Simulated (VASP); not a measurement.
MgRe3, 4 atoms in the cell. Symmetry: Fm-3m, No. 225, cubic system. The conventional cell has a = 6.229 Å, b = 6.229 Å, c = 6.229 Å, α = 90.00°, β = 90.00°, γ = 90.00°. Mg (site symmetry m-3m) has 14 Re at 2.70 to 3.11 Å within 3.6 Å. Within 3.6 Å of Re (site symmetry -43m) lie 4 Mg at 2.70 Å and 10 Re at 2.70 to 3.11 Å. Within 3.6 Å of Re (site symmetry m-3m) lie 8 Re at 2.70 Å and 6 Mg at 3.11 Å. 

```yaml
Program: VASP 6.6.1
Task: single point
Functional: PBEsol
Dispersion: D3(BJ)
Potentials_or_basis: VASP PAW PBE potentials, release 64 (Mg, Re)
Cutoff: 520 eV
k_mesh: 6 × 6 × 6
Occupations: fermi-dirac, width 0.1 eV
Spin: collinear spin, zero start
Starting_moments: "[0.0, 0.0, 0.0, 0.0] μB"
Dipole_correction: no
Further_INCAR_settings: ALGO = Normal; EDIFF = 1e-07; NBANDS = 24
```

Potentials or basis: VASP PAW PBE potentials, release 64 (Mg, Re).

Command:

```sh
$ cat potpaw_PBE.64/Mg/POTCAR potpaw_PBE.64/Re/POTCAR > POTCAR
$ mpirun -np 1 vasp_std > vasp.out
```

Hardware: 1 thread of AMD EPYC 7R43 64-Core Processor (Zen 3) (shared host).

Problem. How long does it take, and how much memory?

Solution. Wall time 2.2 min on 1 thread of AMD EPYC 7R43 64-Core Processor (Zen 3) (shared host), peak memory 0.22 GiB. Counts: scf iterations 15, k points 16.
